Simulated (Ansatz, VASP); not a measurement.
# One calculation of GaGe, two programs

POSCAR

```
GaGe
1.0
    0.0000000000      2.8783947965      2.8783947965
    2.8783947965      0.0000000000      2.8783947965
    2.8783947965      2.8783947965      0.0000000000
Ge Ga
1 1
Direct
    0.0000000000      0.0000000000      0.0000000000
    0.2500000000      0.2500000000      0.2500000000
```

The input INCAR.step1:

```
PREC     = Accurate       # precision mode
ENCUT    = 520            # plane-wave cutoff, eV
EDIFF    = 1E-5           # SCF threshold, eV
ISMEAR   = -1             # smearing method
SIGMA    = 0.05           # smearing width, eV
LREAL    = F              # projectors in reciprocal space
LASPH    = T              # aspherical terms in the spheres
NELM     = 100            # most SCF steps
ALGO     = Normal         # electronic algorithm
ISIF     = 2              # what is computed and relaxed
LWAVE    = T              # write WAVECAR
LCHARG   = F              # write CHGCAR
NBANDS   = 20             # bands
GGA      = PE             # functional
```

File INCAR.step2:

```
PREC     = Accurate       # precision mode
ENCUT    = 520            # plane-wave cutoff, eV
EDIFF    = 1E-6           # SCF threshold, eV
ISMEAR   = -1             # smearing method
SIGMA    = 0.05           # smearing width, eV
LREAL    = F              # projectors in reciprocal space
LASPH    = T              # aspherical terms in the spheres
NELM     = 100            # most SCF steps
ALGO     = Normal         # electronic algorithm
ISIF     = 2              # what is computed and relaxed
LWAVE    = F              # write WAVECAR
LCHARG   = F              # write CHGCAR
GGA      = PE             # functional
LHFCALC  = T              # exact exchange
AEXX     = 0.25           # exact-exchange fraction
PRECFOCK = Normal       
NBANDS   = 20             # bands
ISTART   = 1
```

The input KPOINTS:

```
regular mesh
0
Gamma
  4 4 4
```

Contents of input.yaml:

```yaml
crystal:
  lattice:
    - [0.0, 2.8783947965, 2.8783947965]
    - [2.8783947965, 0.0, 2.8783947965]
    - [2.8783947965, 2.8783947965, 0.0]
  atoms:
    - { symbol: Ge, position: [0.0, 0.0, 0.0] }
    - { symbol: Ga, position: [0.25, 0.25, 0.25] }
hamiltonian:
  xc: pbe0
  pseudopotentials: { kind: paw }
kpoints:
  mp_grid: { grid: [4, 4, 4] }
scf:
  occupations: { method: fermi_dirac, width: 0.05 }
output:
  forces: true
  stress: true
  eigenvalues: true
```

Alike in both runs: task single point; functional PBE0; k mesh 4 × 4 × 4; occupations fermi-dirac, width 0.05 eV; no spin polarisation.

|  | VASP | Ansatz |
| --- | --- | --- |
| version | VASP 6.6.1 | Ansatz 0.2.0 |
| potentials or method | VASP PAW PBE potentials, release 64 (Ge_d, Ga_d) | Ansatz PAW |
| plane-wave cutoff (eV) | 520 | 420 |
| valence electrons in the cell | 27 | 27 |

```csv
,VASP,Ansatz,Ansatz less VASP
gap on the k mesh at the Fermi level (eV),none,none,-
pressure (GPa),-0.9,-0.9,-0.04
```

A gap of «none» marks a metal or a gap that the smearing closes.

The k mesh is coarse, so the values compare programs but aren't converged.
